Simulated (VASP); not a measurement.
# MgS (Fm-3m) in VASP: settings compared, part 2 of 2

VASP 6.6.1. Earlier steps stand in the parts before.

### 3 Single point, PBEsol-based global hybrid with 25 % exact exchange

This run uses another cell than the first one, of 17.61 Å³/atom.

POSCAR reads:

```
MgS
1.0
    0.0000000000      2.6016500000      2.6016500000
    2.6016500000      0.0000000000      2.6016500000
    2.6016500000      2.6016500000      0.0000000000
S Mg
1 1
Direct
    0.5000000000      0.5000000000      0.5000000000
    0.0000000000      0.0000000000      0.0000000000
```

INCAR.step1 reads:

```
SYSTEM = MgS
PREC     = Accurate       ! precision mode
ENCUT    = 520            ! plane-wave cutoff, eV
EDIFF    = 1E-5           ! SCF threshold, eV
ISMEAR   = -1             ! smearing method
SIGMA    = 0.05           ! smearing width, eV
LREAL    = .False.        ! projectors in reciprocal space
LASPH    = .True.         ! aspherical terms in the spheres
NELM     = 100            ! most SCF steps
ALGO     = Normal         ! electronic algorithm
ISIF     = 2              ! what is computed and relaxed
LWAVE    = .True.         ! write WAVECAR
LCHARG   = .False.        ! write CHGCAR
GGA      = PE             ! functional
NBANDS   = 11             ! bands
```

INCAR.step2 reads:

```
SYSTEM = MgS
PREC     = Accurate       ! precision mode
ENCUT    = 520            ! plane-wave cutoff, eV
EDIFF    = 1E-7           ! SCF threshold, eV
ISMEAR   = -1             ! smearing method
SIGMA    = 0.05           ! smearing width, eV
LREAL    = .False.        ! projectors in reciprocal space
LASPH    = .True.         ! aspherical terms in the spheres
NELM     = 100            ! most SCF steps
ALGO     = Normal         ! electronic algorithm
ISIF     = 2              ! what is computed and relaxed
LWAVE    = .False.        ! write WAVECAR
LCHARG   = .False.        ! write CHGCAR
GGA      = PS             ! functional
LHFCALC  = .True.         ! exact exchange
AEXX     = 0.25           ! exact-exchange fraction
PRECFOCK = Normal       
ISTART   = 1            
NBANDS   = 11             ! bands
```

KPOINTS reads:

```
Automatic mesh
0
Gamma
  5 5 5
  0 0 0
```

Potentials or basis: VASP PAW PBE potentials, release 64 (S, Mg).

Launch:

```sh
cat potpaw_PBE.64/S/POTCAR potpaw_PBE.64/Mg/POTCAR > POTCAR
cp INCAR.step1 INCAR
mpirun -np 1 vasp_std > vasp.out
cp INCAR.step2 INCAR
mpirun -np 1 vasp_std > vasp.out
```

Run time: 13 min. Hardware: 1 thread of AMD EPYC 7R43 (Zen 3), shared host; peak memory 0.14 GiB.

Results (log left out):

```
Free energy            : -10.8555 eV
Pressure               : -2.1 GPa
Band gap on the k mesh : 4.88 eV (least direct gap 5.44 eV)
```

Levels at points of the mesh, in eV from the valence-band top:
| k point | band 2 | band 3 | band 4 | band 5 | band 6 | band 7 |
| --- | --- | --- | --- | --- | --- | --- |
| (0.00, 0.00, 0.00) | 0.00 | 0.00 | 0.00 | 5.44 | 9.80 | 9.80 |

Caveat: the PAW data sets were made with another functional, which shifts forces and pressure a little; an odd mesh through Γ misses points on the zone boundary, where band edges can lie.

### 4 Single point, B3LYP

This run uses another cell than the first one, of 17.61 Å³/atom.

POSCAR is that of step 3.

INCAR.step1 reads:

```
SYSTEM = MgS
  PREC = Accurate
  ENCUT = 520
  EDIFF = 1E-5
  ISMEAR = -1
  SIGMA = 0.05
  LREAL = .False.
  LASPH = .True.
  NELM = 80
  ALGO = Normal
  ISIF = 2
  LWAVE = .True.
  LCHARG = .False.
  NBANDS = 11
  GGA = PE
```

INCAR.step2 reads:

```
SYSTEM = MgS
  PREC = Accurate
  ENCUT = 520
  EDIFF = 1E-7
  ISMEAR = -1
  SIGMA = 0.05
  LREAL = .False.
  LASPH = .True.
  NELM = 80
  ALGO = Normal
  ISIF = 2
  LWAVE = .False.
  LCHARG = .False.
  GGA = B3
  LHFCALC = .True.
  AEXX = 0.2
  AGGAX = 0.72
  AGGAC = 0.81
  ALDAC = 0.19
  PRECFOCK = Normal
  NBANDS = 11
  ISTART = 1
```

KPOINTS reads:

```
regular mesh
0
Gamma
  5 5 5
  0 0 0
```

Launch:

```sh
cat potpaw_PBE.64/S/POTCAR potpaw_PBE.64/Mg/POTCAR > POTCAR
cp INCAR.step1 INCAR
mpirun -np 1 vasp_std > vasp.out
cp INCAR.step2 INCAR
mpirun -np 1 vasp_std > vasp.out
```

It took 9.9 min on 1 thread of AMD EPYC 7R43 (Zen 3), shared host; peak memory 0.14 GiB.

It converged, with:

```yaml
Free_energy: -9.2224 eV
Pressure: 1.7 GPa
Band_gap_on_the_k_mesh: 4.65 eV (least direct gap 5.33 eV)
```

Levels at points of the mesh, in eV from the valence-band top:
| k point | band 2 | band 3 | band 4 | band 5 | band 6 | band 7 |
| --- | --- | --- | --- | --- | --- | --- |
| (0.00, 0.00, 0.00) | 0.00 | 0.00 | 0.00 | 5.33 | 9.68 | 9.68 |

Caveat: the PAW data sets were made with another functional, which shifts forces and pressure a little; an odd mesh through Γ misses points on the zone boundary, where band edges can lie.

### 5 Single point, HSE06

This run uses another cell than the first one, of 17.61 Å³/atom.

POSCAR is that of step 4.

INCAR.step1 reads:

```
SYSTEM = MgS
PREC = Accurate
ENCUT = 520
EDIFF = 1E-5
ISMEAR = -1
SIGMA = 0.05
LREAL = .FALSE.
LASPH = .TRUE.
NELM = 60
ALGO = Normal
ISIF = 2
LWAVE = .TRUE.
LCHARG = .FALSE.
GGA = PE
NBANDS = 11
```

INCAR.step2 reads:

```
SYSTEM = MgS
PREC = Accurate
ENCUT = 520
EDIFF = 1E-6
ISMEAR = -1
SIGMA = 0.05
LREAL = .FALSE.
LASPH = .TRUE.
NELM = 60
ALGO = Normal
ISIF = 2
LWAVE = .FALSE.
LCHARG = .FALSE.
GGA = PE
LHFCALC = .TRUE.
HFSCREEN = 0.2079
PRECFOCK = Normal
ISTART = 1
NBANDS = 11
```

KPOINTS reads:

```
Automatic mesh
0
G
  5 5 5
  0 0 0
```

Potentials or basis: VASP PAW PBE potentials, release 64 (S, Mg).

Launch:

```sh
cat potpaw_PBE.64/S/POTCAR potpaw_PBE.64/Mg/POTCAR > POTCAR
cp INCAR.step1 INCAR
mpirun -np 1 vasp_std > vasp.out
cp INCAR.step2 INCAR
mpirun -np 1 vasp_std > vasp.out
```

OUTCAR:

```text
SYSTEM = MgS
   PREC = Accurate
   ENCUT = 520
   EDIFF = 1E-6
   ISMEAR = -1
   LREAL = .FALSE.
   LASPH = .TRUE.
   NELM = 60
   ISIF = 2
   GGA = PE
   LHFCALC = .TRUE.
   HFSCREEN = 0.2079
   PRECFOCK = Normal
   ISTART = 1

 ion  position               nearest neighbor table
   1  0.500  0.500  0.500-   2 2.60   2 2.60   2 2.60   2 2.60   2 2.60   2 2.60
   2  0.000  0.000  0.000-   1 2.60   1 2.60   1 2.60   1 2.60   1 2.60   1 2.60

  LATTYP: Found a face centered cubic cell.
[... 321 lines left out ...]
------------------------ aborting loop because EDIFF is reached ----------------------------------------

  FORCE on cell =-STRESS in cart. coord.  units (eV):
  Direction    XX          YY          ZZ          XY          YZ          ZX
  --------------------------------------------------------------------------------------
  -------------------------------------------------------------------------------------
  Total       -0.1456119     -0.1456119     -0.1456119     -0.0000000     -0.0000000      0.0000000
  in kB       -6.6241602     -6.6241602     -6.6241602     -0.0000000     -0.0000000      0.0000000
  external PRESSURE =      -6.6241602 kB  Pullay stress =       0.0000000 kB

 VOLUME and BASIS-vectors are now :
 -----------------------------------------------------------------------------
  energy-cutoff  :      520.00
  volume of cell :       35.22
      direct lattice vectors                 reciprocal lattice vectors
     0.000000000  2.601650000  2.601650000    -0.192185728  0.192185728  0.192185728
     2.601650000  0.000000000  2.601650000     0.192185728 -0.192185728  0.192185728
     2.601650000  2.601650000  0.000000000     0.192185728  0.192185728 -0.192185728

 POSITION                                       TOTAL-FORCE (eV/Angst)
 -----------------------------------------------------------------------------------
      2.60165      2.60165      2.60165        -0.000000     -0.000000     -0.000000
      0.00000      0.00000      0.00000         0.000000      0.000000      0.000000
 -----------------------------------------------------------------------------------
    total drift:                               -0.000002     -0.000002      0.000005

  FREE ENERGIE OF THE ION-ELECTRON SYSTEM (eV)
  ---------------------------------------------------
  free  energy   TOTEN  =        -9.8799156145 eV

  energy  without entropy=       -9.8799156144  energy(sigma->0) =       -9.87991561
```

OUTCAR.step1:

```text
SYSTEM = MgS
   PREC = Accurate
   ENCUT = 520
   EDIFF = 1E-5
   ISMEAR = -1
   LREAL = .FALSE.
[... 344 lines left out ...]
      2.60165      2.60165      2.60165         0.000000      0.000000      0.000000
      0.00000      0.00000      0.00000        -0.000000     -0.000000     -0.000000
 -----------------------------------------------------------------------------------
    total drift:                                0.000000      0.000000      0.000000

  FREE ENERGIE OF THE ION-ELECTRON SYSTEM (eV)
  ---------------------------------------------------
  free  energy   TOTEN  =        -8.4908865733 eV

  energy  without entropy=       -8.4908865732  energy(sigma->0) =       -8.49088657
```

It took 7.8 min on 1 thread of AMD EPYC 7R43 (Zen 3), shared host; peak memory 0.23 GiB.

What came out:

```yaml
Free_energy: -9.8799 eV
Pressure: -0.7 GPa
Band_gap_on_the_k_mesh: 4.19 eV (least direct gap 4.80 eV)
```

Levels at points of the mesh, in eV from the valence-band top:
```tsv
k point	band 1	band 2	band 3	band 4	band 5	band 6	band 7	band 8	band 9
(0.00, 0.00, 0.00)	-13.96	0.00	0.00	0.00	4.80	9.10	9.10	9.10	11.69
```

Caveat: the PAW data sets were made with another functional, which shifts forces and pressure a little; an odd mesh through Γ misses points on the zone boundary, where band edges can lie.

### 6 Overview

```csv
level,cell,share of exact exchange,screening parameter,gap on the mesh (eV),pressure (GPa)
PBEsol-based screened hybrid with 25 % exact exchange,"a = 3.653 Å, angles 60.0°, 2 atoms",0.25,0.207 1/Å,4.19,-0.3
PBEsol-based global hybrid with 25 % exact exchange,"a = 3.679 Å, angles 60.0°, 2 atoms",0.25,-,4.88,-2.1
B3LYP,"a = 3.679 Å, angles 60.0°, 2 atoms",0.2,-,4.65,1.7
HSE06,"a = 3.679 Å, angles 60.0°, 2 atoms",0.25,0.2079 1/Å,4.19,-0.7
```

Alike in all rows: task single point; potentials or basis VASP PAW PBE potentials, release 64 (S, Mg); no spin polarisation; k mesh 5 × 5 × 5; cutoff (eV) 520; smearing fermi-dirac 0.05 eV.

Caveats: some runs use coarse meshes; the PAW data sets were made with another functional, which shifts forces and pressure a little; an odd mesh through Γ misses points on the zone boundary, where band edges can lie.

Absolute energies hang on the potentials; compare differences alone.
